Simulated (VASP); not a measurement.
Input of a VASP 6.6.1 run:

The input INCAR:

```
SYSTEM = Zr4HSe8
ALGO = Normal
EDIFF = 1E-6
ENCUT = 500
GGA = PE
GGA_COMPAT = .FALSE.
ISIF = 2
ISMEAR = 0
IVDW = 12
LASPH = .TRUE.
LCHARG = .TRUE.
LELF = .TRUE.
LREAL = .FALSE.
LVHAR = .TRUE.
LWAVE = .FALSE.
NBANDS = 60
NELM = 120
PREC = Accurate
SIGMA = 0.1
```

The input KPOINTS:

```
k-points
0
G
  6 6 6
  0 0 0
```

File POSCAR:

```
Zr4HSe8
1.0
    7.4556875088      0.0000000001      0.0000000000
   -3.7278437545      6.4568147852      0.0000000000
    0.0000000000      0.0000000000      5.8726631648
Zr Se H
4 8 1
Direct
    0.0000000000      0.0000000000      0.0000000000
    0.0000000000      0.5000000000      0.0000000000
    0.5000000000      0.0000000000      0.0000000000
    0.5000000000      0.5000000000      0.0000000000
    0.1675809932      0.3351619864      0.2744151271
    0.1675809932      0.8324190068      0.2744151271
    0.6666666667      0.3333333333      0.2722572971
    0.6648380136      0.8324190068      0.2744151271
    0.3351619864      0.1675809932      0.7255848729
    0.3333333333      0.6666666667      0.7277427029
    0.8324190068      0.1675809932      0.7255848729
    0.8324190068      0.6648380136      0.7255848729
    0.0000000000      0.0000000000      0.5000000000
```

Potentials or basis: VASP PAW PBE potentials, release 64 (Zr_sv, Se, H).

Run with:

```sh
$ cat potpaw_PBE.64/Zr_sv/POTCAR potpaw_PBE.64/Se/POTCAR potpaw_PBE.64/H/POTCAR > POTCAR
$ mpirun -np 1 vasp_std > vasp.out
```

Q: Predict the pressure.

A: 0.1 GPa.

Q: What does it give for the largest force?

A: 0.017 eV/Å.

Q: Estimate the band gap on the k mesh.

A: Zero (an odd number of electrons rules out a gap without spin polarisation).

Forces in eV/Å, atoms in the order of the input:
```
Zr   0.000  0.000  0.000
Zr   0.000  0.000  0.000
Zr   0.000  0.000  0.000
Zr   0.000  0.000  0.000
Se   0.000 -0.002  0.017
Se  -0.002  0.001  0.017
Se   0.000  0.000  0.015
Se   0.002  0.001  0.017
Se  -0.002 -0.001 -0.017
Se   0.000  0.000 -0.015
Se   0.002 -0.001 -0.017
Se   0.000  0.002 -0.017
H    0.000  0.000  0.000
```
